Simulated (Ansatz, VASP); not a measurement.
One calculation of MgO, two programs

The input INCAR:

```
SYSTEM = MgO
PREC     = Accurate       ! precision mode
ENCUT    = 520            ! plane-wave cutoff, eV
EDIFF    = 1E-6           ! SCF threshold, eV
ISMEAR   = 0              ! smearing method
SIGMA    = 0.01           ! smearing width, eV
LREAL    = .FALSE.        ! projectors in reciprocal space
LASPH    = .TRUE.         ! aspherical terms in the spheres
NELM     = 60             ! most SCF steps
ALGO     = Normal         ! electronic algorithm
ISIF     = 2              ! what is computed and relaxed
LWAVE    = .FALSE.        ! write WAVECAR
LCHARG   = .FALSE.        ! write CHGCAR
NBANDS   = 11             ! bands
```

File KPOINTS:

```
regular mesh
0
G
  10 10 10
  0 0 0
```

File POSCAR:

```
MgO
1.0
    0.0000000000      2.0795922133      2.0795922133
    2.0795922133      0.0000000000      2.0795922133
    2.0795922133      2.0795922133      0.0000000000
Mg O
1 1
Direct
    0.0000000000      0.0000000000      0.0000000000
    0.5000000000      0.5000000000      0.5000000000
```

Input for Ansatz:

```yaml
crystal:
  lattice:
    - [0.0, 2.0795922133, 2.0795922133]
    - [2.0795922133, 0.0, 2.0795922133]
    - [2.0795922133, 2.0795922133, 0.0]
  atoms:
    - { symbol: Mg, position: [0.0, 0.0, 0.0] }
    - { symbol: O, position: [0.5, 0.5, 0.5] }
kpoints:
  mp_grid: { grid: [10, 10, 10] }
scf:
  occupations: { method: fixed }
hamiltonian:
  xc: lda
  pseudopotentials: { kind: paw }
output:
  forces: true
  stress: true
  eigenvalues: true
  eigenstates:
    nscf_kmesh: { grid: [16, 16, 16] }
    de_dk: true
    e_range: [-9, 15.03455242222]
  optics:
    e_range: [0, 30]
    de: 0.2
    sigma: 0.15
    bands: { spectra_wanted_up_to: 30 }
    nscf_kmesh: { grid: [16, 16, 16] }
checkpoint:
  write: ck
  write_wavefunctions: false
```

Alike in both runs: task single point; functional LDA; k mesh 10 × 10 × 10; no spin polarisation.

```csv
,VASP,Ansatz
version,VASP 6.6.1,Ansatz 0.2.0
potentials or method,"VASP PAW LDA potentials, release 64 (Mg, O)","PAW with Ansatz's default frozen-core files, scalar-relativistic"
plane-wave cutoff (eV),520,420
occupations,"gaussian, width 0.01 eV",fixed
valence electrons in the cell,8,16
```

Ansatz gave:

| Item | Value |
| --- | --- |
| gap on the k mesh at the Fermi level (eV) | 5.03 |
| pressure (GPa) | 0.0 |

Task: What did VASP give for the same quantities?

Result: gap on the k mesh at the Fermi level (eV): 5.04; pressure (GPa): -1.7.

LDA's correlation is that of Perdew and Zunger in VASP and of Perdew and Wang (1992) in Ansatz. VASP's potentials hold 8 valence electrons a cell and Ansatz's 16, so a difference there can come from the potentials and not from the codes.
